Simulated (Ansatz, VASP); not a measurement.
One calculation of BaS, two programs

File INCAR:

```
PREC = Accurate
ENCUT = 520
EDIFF = 1E-6
ISMEAR = 0
SIGMA = 0.01
LREAL = F
LASPH = T
NELM = 60
ALGO = Normal
ISIF = 2
LWAVE = F
LCHARG = F
GGA = PE
NBANDS = 15
```

KPOINTS

```
Automatic mesh
0
Gamma
  6 6 6
```

The input POSCAR:

```
BaS
1.0
    0.0000000000      3.1819550903      3.1819550903
    3.1819550903      0.0000000000      3.1819550903
    3.1819550903      3.1819550903      0.0000000000
Ba S
1 1
Direct
    0.0000000000      0.0000000000      0.0000000000
    0.5000000000      0.5000000000      0.5000000000
```

Input for Ansatz:

```yaml
crystal:
  lattice:
    - [0.0, 3.1819550903, 3.1819550903]
    - [3.1819550903, 0.0, 3.1819550903]
    - [3.1819550903, 3.1819550903, 0.0]
  atoms:
    - { symbol: Ba, position: [0.0, 0.0, 0.0] }
    - { symbol: S, position: [0.5, 0.5, 0.5] }
kpoints:
  mp_grid: { grid: [6, 6, 6] }
hamiltonian:
  xc: pbe
scf:
  occupations: { method: fixed }
  n_extra_bands: 4
output:
  forces: true
  stress: true
  eigenvalues: true
```

Alike in both runs: task single point; functional PBE; k mesh 6 × 6 × 6; no spin polarisation.

|  | VASP | Ansatz |
| --- | --- | --- |
| version | VASP 6.6.1 | Ansatz 0.2.0 |
| potentials or method | VASP PAW PBE potentials, release 64 (Ba_sv, S) | plane waves, PAW |
| plane-wave cutoff (eV) | 520 | 420 |
| occupations | gaussian, width 0.01 eV | fixed |
| valence electrons in the cell | 16 | 16 |

Ansatz gave:

- gap on the k mesh at the Fermi level (eV): 2.19
- pressure (GPa): 1.4

Problem. Which values does VASP return?

Solution. gap on the k mesh at the Fermi level (eV): 2.09; pressure (GPa): 2.0.

Spin-orbit coupling is off throughout.
